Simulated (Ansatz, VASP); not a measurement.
## Two plane-wave programs on Hf2N

```
Hf N
1.0
     5.16569    0.00000    0.00000
     0.00000    5.16569    0.00000
     0.00000    0.00000    2.98422
Hf N
4 2
Cartesian
  1.5263 1.5263 0.0000
  3.6394 3.6394 0.0000
  4.1091 1.0566 1.4921
  1.0566 4.1091 1.4921
  0.0000 0.0000 0.0000
  2.5828 2.5828 1.4921
```

Alike in both runs: task single point; functional PBEsol; k mesh 8 × 8 × 14; occupations gaussian, width 0.15 eV; no spin polarisation.

```csv
,VASP,Ansatz
version,VASP 6.6.1,Ansatz 0.2.0
potentials or method,"VASP PAW PBE potentials, release 64 (Hf_pv, N), cutoff 520 eV","scalar-relativistic, plane waves, PAW"
valence electrons in the cell,50,114
```

```csv
,VASP,Ansatz,Ansatz less VASP
gap on the k mesh at the Fermi level (eV),none,none,-
rms of the force components (eV/Å),0.229,0.224,-0.0043
```

VASP's potentials were made for PBE, not for PBEsol, and Ansatz warns of the same on its side. Atom by atom the forces differ by 0.004 eV/Å (rms over components). A gap of «none» marks a metal or a gap that the smearing closes. With one functional, cell and mesh, what is left measures potentials, basis and numerics. VASP's potentials hold 50 valence electrons a cell and Ansatz's 114, so a difference there can come from the potentials and not from the codes.

Neither program's run includes spin-orbit coupling.
